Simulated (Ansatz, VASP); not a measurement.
**Two plane-wave programs on Pb**

```
Pb
1.0
     3.18859    0.00000    0.00000
    -1.59429    2.76140    0.00000
     0.00000    0.00000    6.65846
Pb
2
Direct
  0.33333 0.66667 0.25000
  0.66667 0.33333 0.75000
```

Alike in both runs: task single point; functional PBE; dispersion D3(BJ); k mesh 18 × 18 × 10; occupations gaussian, width 0.15 eV; no spin polarisation.

|  | VASP | Ansatz |
| --- | --- | --- |
| version | VASP 6.6.1 | Ansatz 0.2.0 |
| potentials or method | VASP PAW PBE potentials, release 64 (Pb_d), cutoff 520 eV | scalar-relativistic, plane waves, PAW |
| valence electrons in the cell | 28 | 28 |

|  | VASP | Ansatz | Ansatz less VASP |
| --- | --- | --- | --- |
| gap on the k mesh at the Fermi level (eV) | none | none | - |
| pressure (GPa) | 5.3 | 5.4 | +0.07 |
| traceless stress, the component that is largest in VASP (GPa) | -9.63 | -9.65 | -0.017 |

A gap of «none» marks a metal or a gap that the smearing closes.

Spin-orbit coupling is off throughout.
